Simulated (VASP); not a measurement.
# H3CCl in VASP: a series of runs

The runs below take H3CCl through single point, with LDA.

Program: VASP 6.6.1. These are calculated values, not measurements. Logs are shortened: lines on timing, memory, paths and dates and some standing lists are left out, and cuts for length are marked.

**1. The cell of the first run**

The cell holds a disordered packing, 40 atoms: a = 8.382 Å, b = 8.382 Å, c = 8.382 Å, α = 90.00°, β = 90.00°, γ = 90.00°.

**2. Single point, LDA**

Contents of INCAR:

```
SYSTEM = H3CCl
PREC = Accurate
ENCUT = 520
EDIFF = 1E-6
ISMEAR = -1
SIGMA = 0.02
LREAL = Auto
LASPH = .True.
NELM = 60
ALGO = Normal
ISIF = 2
LWAVE = .False.
LCHARG = .False.
NBANDS = 82
```

Contents of KPOINTS:

```
Automatic mesh
0
Gamma
  1 1 1
  0 0 0
```

Contents of POSCAR:

```
H3CCl
1.0
    8.3815160000      0.0000000000      0.0000000000
    0.0000000000      8.3815160000      0.0000000000
    0.0000000000      0.0000000000      8.3815160000
C Cl H
8 8 24
Direct
    0.4111640247      0.1057592779      0.6423735550
    0.7026316240      0.6987772446      0.3170537943
    0.0103622513      0.1964357191      0.8833576227
   -0.0236726000      0.6698369150      0.7823135303
    0.6477581037      0.4585986588     -0.0322655350
    1.0159913098      0.1747101272      0.5048079619
    0.3974175411      0.8843050727      0.0860666778
    0.6645875252      0.1006755377      0.3369765593
    0.5969258386      0.0901305263      0.7461007907
    0.8572364693      0.7680882342      0.1902700201
    0.0288597757      0.1905167957      1.0948460850
    0.1327738792      0.8062187865      0.7409529154
    0.4453093597      0.4513889410      0.0267422602
    1.1037466028      0.3668123156      0.5005100324
    0.3048197638      0.8361111974      0.2697074695
    0.6686638288      0.3094754457      0.3717368201
    0.4019648865      0.2264929376      0.5920831739
    0.4073303518      0.0150779761      0.5461025224
    0.3149222320      0.0831542705      0.7301969087
    0.6138153806      0.6309336749      0.2473012743
    0.7561006156      0.6218174999      0.4092239570
    0.6441245520      0.8032115052      0.3719074905
   -0.0873812628      0.2798211436      0.8510039207
    0.1245079624      0.2408093392      0.8341689644
   -0.0147182284      0.0741668479      0.8400834510
    0.0036851490      0.5569615562      0.7206233966
   -0.0309707734      0.6530099027      0.9122965884
   -0.1355964974      0.7208673538      0.7369439674
    0.6818619228      0.5838241817     -0.0521192864
    0.7203555156      0.4075610476      0.0648311166
    0.6605482642      0.3876962131     -0.1418750161
    1.0038770198      0.1317565721      0.3806465377
    1.0931747540      0.0927450038      0.5722857174
    0.8967589016      0.1838274248      0.5604205351
    0.5260286418      0.8573219835      0.0947732403
    0.3419142853      0.8113394482     -0.0080620058
    0.3792014453      1.0121154345      0.0617657898
    0.5441357581      0.0676806297      0.2961742450
    0.7550562989      0.0708091050      0.2461674439
    0.6918868266      0.0411203529      0.4514649076
```

Potentials or basis: VASP PAW LDA potentials, release 64 (C, Cl, H).

Command:

```sh
cat potpaw_LDA.64/C/POTCAR potpaw_LDA.64/Cl/POTCAR potpaw_LDA.64/H/POTCAR > POTCAR
mpirun -np 1 vasp_gam > vasp.out
```

OUTCAR:

```text
SYSTEM = H3CCl
   PREC = Accurate
   ENCUT = 520
   EDIFF = 1E-6
   ISMEAR = -1
   LREAL = Auto
   LASPH = .True.
   NELM = 60
   ISIF = 2

 ion  position               nearest neighbor table
   1  0.411  0.106  0.642-  17 1.10  19 1.11  18 1.11   9 1.79
   2  0.703  0.699  0.317-  21 1.10  22 1.10  20 1.10  10 1.77
   3  0.010  0.196  0.883-  24 1.11  25 1.11  23 1.11  11 1.78
   4  0.976  0.670  0.782-  28 1.10  27 1.10  26 1.10  12 1.77
   5  0.648  0.459  0.968-  31 1.10  29 1.10  30 1.10  13 1.77
   6  0.016  0.175  0.505-  33 1.10  34 1.11  32 1.11  14 1.77
   7  0.397  0.884  0.086-  37 1.10  36 1.10  35 1.10  15 1.77
   8  0.665  0.101  0.337-  38 1.10  39 1.10  40 1.11  16 1.77
   9  0.597  0.090  0.746-   1 1.79
  10  0.857  0.768  0.190-   2 1.77
  11  0.029  0.191  0.095-   3 1.78
  12  0.133  0.806  0.741-   4 1.77
  13  0.445  0.451  0.027-   5 1.77
  14  0.104  0.367  0.501-   6 1.77
[... 24 lines left out ...]
  39  0.755  0.071  0.246-   8 1.10
  40  0.692  0.041  0.451-   8 1.11

  LATTYP: Found a simple cubic cell.
 ALAT       =     8.3815160000

  Lattice vectors:

 A1 = (   8.3815160000,   0.0000000000,   0.0000000000)
 A2 = (   0.0000000000,   8.3815160000,   0.0000000000)
 A3 = (   0.0000000000,   0.0000000000,   8.3815160000)

Analysis of symmetry for initial positions (statically):
=====================================================================
 Subroutine PRICEL returns:
 Original cell was already a primitive cell.

 Routine SETGRP: Setting up the symmetry group for a
 simple cubic supercell.

 Subroutine GETGRP returns: Found  1 space group operations
 (whereof  1 operations were pure point group operations)
 out of a pool of 48 trial point group operations.

The static configuration has the point symmetry C_1 .

Analysis of symmetry for dynamics (positions and initial velocities):
=====================================================================
 Subroutine PRICEL returns:
 Original cell was already a primitive cell.

 Routine SETGRP: Setting up the symmetry group for a
 simple cubic supercell.

 Subroutine GETGRP returns: Found  1 space group operations
 (whereof  1 operations were pure point group operations)
 out of a pool of 48 trial point group operations.

The dynamic configuration has the point symmetry C_1 .

 Subroutine INISYM returns: Found  1 space group operations
 (whereof  1 operations are pure point group operations),
 and found     1 'primitive' translations

----------------------------------------------------------------------------------------

                                     Primitive cell

  volume of cell :     588.7999

  direct lattice vectors                    reciprocal lattice vectors
     8.381516000  0.000000000  0.000000000     0.119310158  0.000000000  0.000000000
     0.000000000  8.381516000  0.000000000     0.000000000  0.119310158  0.000000000
     0.000000000  0.000000000  8.381516000     0.000000000  0.000000000  0.119310158

  length of vectors
     8.381516000  8.381516000  8.381516000     0.119310158  0.119310158  0.119310158

  position of ions in fractional coordinates (direct lattice)
     0.411164025  0.105759278  0.642373555
     0.702631624  0.698777245  0.317053794
     0.010362251  0.196435719  0.883357623
     0.976327400  0.669836915  0.782313530
     0.647758104  0.458598659  0.967734465
     0.015991310  0.174710127  0.504807962
[... 32 lines left out ...]
     0.755056299  0.070809105  0.246167444
     0.691886827  0.041120353  0.451464908

  ion indices of the primitive-cell ions
   primitive index   ion index
                 1           1
                 2           2
                 3           3
                 4           4
                 5           5
                 6           6
[... 32 lines left out ...]
                39          39
                40          40

----------------------------------------------------------------------------------------

 KPOINTS: Automatic mesh

Automatic generation of k-mesh.
 Grid dimensions read from file:
 generate k-points for:    1    1    1

 Generating k-lattice:

  Cartesian coordinates                     Fractional coordinates (reciprocal lattice)
     0.119310158  0.000000000  0.000000000     1.000000000  0.000000000  0.000000000
     0.000000000  0.119310158  0.000000000     0.000000000  1.000000000  0.000000000
     0.000000000  0.000000000  0.119310158     0.000000000  0.000000000  1.000000000

  Length of vectors
     0.119310158  0.119310158  0.119310158

  Shift w.r.t. Gamma in fractional coordinates (k-lattice)
     0.000000000  0.000000000  0.000000000

 Subroutine IBZKPT returns following result:
 ===========================================

 Found      1 irreducible k-points:

 Following reciprocal coordinates:
            Coordinates               Weight
  0.000000  0.000000  0.000000      1.000000
   k-points           NKPTS =      1   k-points in BZ     NKDIM =      1   number of bands    NBANDS=     82
   number of dos      NEDOS =    301   number of ions     NIONS =     40
   total plane-waves  NPLWV = 262144
   dimension x,y,z NGX =    64 NGY =   64 NGZ =   64
   dimension x,y,z NGXF=   128 NGYF=  128 NGZF=  128
   ions per type =               8   8  24
   NGX,Y,Z   is equivalent  to a cutoff of  12.69, 12.69, 12.69 a.u.
   NGXF,Y,Z  is equivalent  to a cutoff of  25.39, 25.39, 25.39 a.u.
 SYSTEM =  H3CCl
   PREC   = accura    normal or accurate (medium, high low for compatibility)
   ISTART =      0    job   : 0-new  1-cont  2-samecut
   ICHARG =      2    charge: 1-file 2-atom 10-const
   ISPIN  =      1    spin polarized calculation?
   LNONCOLLINEAR =      F non collinear calculations
   LSORBIT =      F    spin-orbit coupling
   LASPH  =      T    aspherical Exc in radial PAW
   ENCUT  =  520.0 eV  38.22 Ry    6.18 a.u.  15.58 15.58 15.58*2*pi/ulx,y,z
   NELM   =     60;   NELMIN=  2; NELMDL= -5     # of ELM steps
   EDIFF  = 0.1E-05   stopping-criterion for ELM
   LREAL  =      T    real-space projection
   EDIFFG = 0.1E-04   stopping-criterion for IOM
   NSW    =      0    number of steps for IOM
   IBRION =     -1    ionic relax: 0-MD 1-quasi-New 2-CG
   NFREE  =      0    steps in history (QN), initial steepest desc. (CG)
   ISIF   =      2    stress and relaxation
   ISYM   =      2    0-nonsym 1-usesym 2-fastsym
   POTIM  = 0.5000    time-step for ionic-motion
   TEBEG  =    0.0;   TEEND  =   0.0 temperature during run
   PSTRESS=    0.0 pullay stress
   NELECT =     112.0000    total number of electrons
   NUPDOWN=      -1.0000    fix difference up-down
   EMIN   =  10.00;   EMAX   =-10.00  energy-range for DOS
   EFERMI =   0.00;   METHOD = LEGACY
   ISMEAR =    -1;   SIGMA  =   0.02  broadening in eV -4-tet -1-fermi 0-gaus
   EFERMI_NEDOS =   21; number of points for ismear=-14 and -15
   IALGO  =     38    algorithm
   IMIX   =      4    mixing-type and parameters
     AMIX     =   0.40;   BMIX     =  1.00
     AMIX_MAG =   1.60;   BMIX_MAG =  1.00
  volume/ion in A,a.u.               =      14.72        99.34
  Fermi-wavevector in a.u.,A,eV,Ry     =   0.941510  1.779196 12.060763  0.886441
  Thomas-Fermi vector in A             =   2.069028
   LORBIT       =      0    0 simple, 1 ext, 2 COOP (PROOUT), +10 PAW based schemes
   GGA     = CA    functional components
   LHFCALC =     F    Hartree Fock is set to
   AEXX    =    0.0000 exact exchange contribution
   IVDW    =     0    specifies the selected vdW correction
   LEPSILON=     F    determine dielectric tensor
   LRPA    =     F    only Hartree local field effects (RPA)
 non-spin polarized calculation
  energy-cutoff  :      520.00
  volume of cell :      588.80
 maximum number of plane-waves:      7896
 NGX is ok and might be reduce to    64
   NGX = 31   NGY = 31   NGZ = 31

 number of electron     111.9999999 magnetization

 Free energy of the ion-electron system (eV)
  ---------------------------------------------------
  ext. energy  EPLUGINS =         0.00000000
  ---------------------------------------------------
  free energy    TOTEN  =      -189.86221777 eV

  energy without entropy =     -189.86221777  energy(sigma->0) =     -189.86221777

 E-fermi :  -2.2681     XC(G=0):  -7.1665

 val. band max:       -2.8068085160   @ k =   0.0000   0.0000   0.0000
 cond. band min:       2.5560407141   @ k =   0.0000   0.0000   0.0000
 fundamental gap:      5.3628492302
 Fermi energy:        -2.2680786550

 k-point     1 :       0.0000    0.0000    0.0000
  band No.  band energies     occupation
      1     -17.6800      2.00000
      2     -17.5951      2.00000
      3     -17.5069      2.00000
      4     -17.4617      2.00000
      5     -17.3597      2.00000
      6     -17.3194      2.00000
[... 60 lines left out ...]
     67       4.5039      0.00000
     68       4.5815      0.00000
 [bands above 68 left out]

------------------------ aborting loop because EDIFF is reached ----------------------------------------

  FORCE on cell =-STRESS in cart. coord.  units (eV):
  Direction    XX          YY          ZZ          XY          YZ          ZX
  --------------------------------------------------------------------------------------
  -------------------------------------------------------------------------------------
  Total       -4.0648897     -3.6036813     -3.4344048     -0.3696810      0.0481854      0.0260447
  in kB      -11.0609292     -9.8059399     -9.3453233     -1.0059350      0.1311169      0.0708699
  external PRESSURE =     -10.0707308 kB  Pullay stress =       0.0000000 kB

 VOLUME and BASIS-vectors are now :
 -----------------------------------------------------------------------------
  energy-cutoff  :      520.00
  volume of cell :      588.80
      direct lattice vectors                 reciprocal lattice vectors
     8.381516000  0.000000000  0.000000000     0.119310158  0.000000000  0.000000000
     0.000000000  8.381516000  0.000000000     0.000000000  0.119310158  0.000000000
     0.000000000  0.000000000  8.381516000     0.000000000  0.000000000  0.119310158

 POSITION                                       TOTAL-FORCE (eV/Angst)
 -----------------------------------------------------------------------------------
      3.44618      0.88642      5.38406         0.124775     -0.233008      0.168090
      5.88912      5.85681      2.65739         0.021871      0.004954     -0.041088
      0.08685      1.64643      7.40388        -0.075609     -0.005963     -0.083386
      8.18310      5.61425      6.55697         0.070104      0.026320     -0.007945
      5.42919      3.84375      8.11108        -0.069285      0.006647      0.055237
      0.13403      1.46434      4.23106        -0.043586      0.082715     -0.008447
[... 32 lines left out ...]
      6.32852      0.59349      2.06326        -0.051843      0.038710      0.060333
      5.79906      0.34465      3.78396        -0.018727      0.033812     -0.091100
 -----------------------------------------------------------------------------------
    total drift:                               -0.015255     -0.020776     -0.010891

  FREE ENERGIE OF THE ION-ELECTRON SYSTEM (eV)
  ---------------------------------------------------
  free  energy   TOTEN  =      -189.8622177685 eV

  energy  without entropy=     -189.8622177685  energy(sigma->0) =     -189.86221777
```

It took 3.7 min on 1 thread of AMD EPYC 7R13 (Zen 3), shared host; peak memory 0.37 GiB.

Results:

```yaml
Free_energy: -189.8622 eV
Pressure: -1.0 GPa
Largest_force: 0.313 eV/Å
Band_gap_on_the_k_mesh: 5.36 eV
```

Forces in eV/Å, atoms in the order of the input:
```
C    0.125 -0.233  0.168
C    0.022  0.005 -0.041
C   -0.076 -0.006 -0.083
C    0.070  0.026 -0.008
C   -0.069  0.007  0.055
C   -0.044  0.083 -0.008
C   -0.009 -0.029  0.025
C    0.025  0.074  0.018
Cl  -0.267 -0.007 -0.153
Cl  -0.047 -0.027  0.028
Cl  -0.030  0.026 -0.086
Cl  -0.048 -0.050  0.003
Cl   0.058 -0.005 -0.005
Cl  -0.018 -0.091  0.013
Cl   0.016  0.024 -0.041
Cl  -0.020 -0.096 -0.057
H   -0.031  0.025 -0.011
H    0.027  0.141  0.175
H    0.156  0.058 -0.139
H    0.025  0.003  0.002
H   -0.012  0.021 -0.011
H   -0.007 -0.005  0.000
H    0.174 -0.191  0.061
H   -0.145 -0.056  0.010
H    0.060  0.215  0.065
H   -0.003 -0.004  0.009
H   -0.009  0.003  0.008
H   -0.023  0.010  0.004
H    0.010 -0.001 -0.005
H    0.014 -0.009  0.003
H    0.014 -0.010 -0.035
H    0.014  0.017  0.041
H    0.013 -0.013  0.020
H    0.099 -0.004 -0.025
H   -0.029  0.020 -0.014
H    0.027  0.025  0.026
H   -0.004 -0.027  0.009
H    0.012  0.006  0.013
H   -0.052  0.039  0.060
H   -0.019  0.034 -0.091
```

Caveat: the k points lie up to 0.75 Å⁻¹ apart.

**3. Single point, LDA**

Contents of INCAR:

```
SYSTEM = H3CCl
ALGO     = Normal         ! electronic algorithm
EDIFF    = 1E-6           ! SCF threshold, eV
ENCUT    = 520            ! plane-wave cutoff, eV
GGA      = CA             ! functional
ISIF     = 2              ! what is computed and relaxed
ISMEAR   = -1             ! smearing method
LASPH    = .True.         ! aspherical terms in the spheres
LCHARG   = .True.         ! write CHGCAR
LELF     = .True.         ! ELF
LREAL    = Auto         
LVHAR    = .True.       
LWAVE    = .False.        ! write WAVECAR
NBANDS   = 82             ! bands
NELM     = 60             ! most SCF steps
PREC     = Accurate       ! precision mode
SIGMA    = 0.02           ! smearing width, eV
```

Contents of KPOINTS:

```
k-points
0
Gamma
  1 1 1
  0 0 0
```

Contents of POSCAR:

```
H3CCl
1.0
    8.3815160000      0.0000000000      0.0000000000
    0.0000000000      8.3815160000      0.0000000000
    0.0000000000      0.0000000000      8.3815160000
C Cl H
8 8 24
Direct
    0.4085776368      0.1349039959      0.6984893902
    0.6858783065      0.7231030759      0.3273512811
    0.0702856142      0.2163570409      0.8716322918
    0.0040326833      0.6551082167      0.8007381958
    0.6315444605      0.5086549975      0.0270118198
    0.9980533355      0.2118948410      0.4937889518
    0.3955012435      0.8466487447      0.0563501877
    0.6463747131      0.1368487515      0.2963902950
    0.6176328960      0.0918449598      0.7482297952
    0.8611210669      0.7659712157      0.2190773125
    0.0126707388      0.1792993058      1.0573982082
    0.1315155874      0.7859795292      0.7239979021
    0.4352195951      0.4517082590      0.0603709401
    1.1103361254      0.4137079736      0.5284008287
    0.2839223835      0.7994138531      0.2284192979
    0.6176925511      0.3309783099      0.3252752843
    0.3991163412      0.2067048491      0.5703025562
    0.3546375143      0.0256278220      0.7426699418
    0.3633352248      0.2256274402      0.7672359034
    0.5713405546      0.7034646238      0.2605256615
    0.7056599307      0.6095198052      0.3900487692
    0.6801991430      0.8179188586      0.4198882398
   -0.0308416759      0.2433807917      0.7944266884
    0.1780346181      0.2770381874      0.8689597443
    0.1029050115      0.1062337649      0.8132061073
   -0.0251983054      0.5555558207      0.7095494419
    0.0518521948      0.5843811549      0.8981072159
   -0.1079399001      0.7138326766      0.8533778376
    0.6187782735      0.6412205143      0.0272385091
    0.7120310932      0.4447763388      0.1169478171
    0.6532111852      0.4605252797     -0.0914870293
    0.9210028353      0.2473299580      0.3851928458
    1.0915089824      0.1233070485      0.4797222841
    0.9606138078      0.2082797432      0.6162131051
    0.5054455542      0.9192609070      0.0826819396
    0.4227278216      0.7402837386     -0.0136968062
    0.3262894207      0.8974032860     -0.0449202746
    0.5195718770      0.0749148483      0.2774915660
    0.7008398003      0.1237007720      0.1714129043
    0.7271954143      0.1060309376      0.3910032505
```

Potentials or basis: VASP PAW LDA potentials, release 64 (C, Cl, H).

Command:

```sh
cat potpaw_LDA.64/C/POTCAR potpaw_LDA.64/Cl/POTCAR potpaw_LDA.64/H/POTCAR > POTCAR
mpirun -np 1 vasp_gam > vasp.out
```

It used 170 s of CPU time on 1 thread of AMD EPYC 7R13 Processor (Zen 3), on a shared host.

The run converged. Its results:

```yaml
Free_energy: -186.0260 eV
Pressure: 0.5 GPa
Largest_force: 4.099 eV/Å
Band_gap_on_the_k_mesh: 4.23 eV
```

Forces on the atoms (eV/Å):
```
C    2.112  0.193 -2.885
C   -0.116 -0.115  0.773
C   -1.004 -1.636 -1.746
C   -3.189 -2.188  0.605
C    0.178 -0.114 -0.254
C    1.132  2.896 -1.088
C    0.241  0.431 -0.849
C   -1.589 -2.234 -3.047
Cl  -0.816  0.631 -0.268
Cl  -0.138  0.021 -0.399
Cl  -0.892 -0.428  2.569
Cl   1.494  1.504 -0.897
Cl  -1.339 -0.506 -0.093
Cl  -0.243 -1.606 -0.790
Cl   0.154  0.254 -0.527
Cl  -0.380  2.410  1.777
H    0.119 -2.383  1.842
H   -0.749 -0.476 -1.054
H   -0.363  2.129  2.223
H    0.658  0.635 -0.031
H    0.161 -0.102  0.126
H   -0.481 -0.187 -0.321
H   -0.207  1.306  0.222
H    1.437  2.158 -0.236
H    0.355 -1.292 -0.125
H   -0.029  1.380  0.721
H    0.641  0.023  0.605
H    0.951 -0.451 -0.720
H    1.065 -0.537  0.063
H   -0.630  1.190 -0.823
H    0.568  0.200 -0.489
H    0.598 -0.799  1.502
H    0.242 -0.289 -0.599
H   -1.445 -0.495  0.131
H   -0.711 -0.446 -0.079
H    0.533 -0.853  0.595
H   -0.468  0.833  0.857
H    1.994  0.477  1.042
H    0.012 -0.166  1.220
H    0.144 -1.369  0.446
```

Stress tensor (GPa, compression positive):
```
-0.47 -0.25 -1.68
-0.25  1.41  0.00
-1.68  0.00  0.57
```

Levels at points of the mesh, in eV from the valence-band top:
```
           k point  band 53  band 54  band 55  band 56  band 57  band 58  band 59  band 60
(0.00, 0.00, 0.00)    -0.43    -0.37    -0.28     0.00     4.23     4.78     5.00     5.58
```

Caveat: the k points lie up to 0.75 Å⁻¹ apart.

(Part 1 of 2 ends here.)
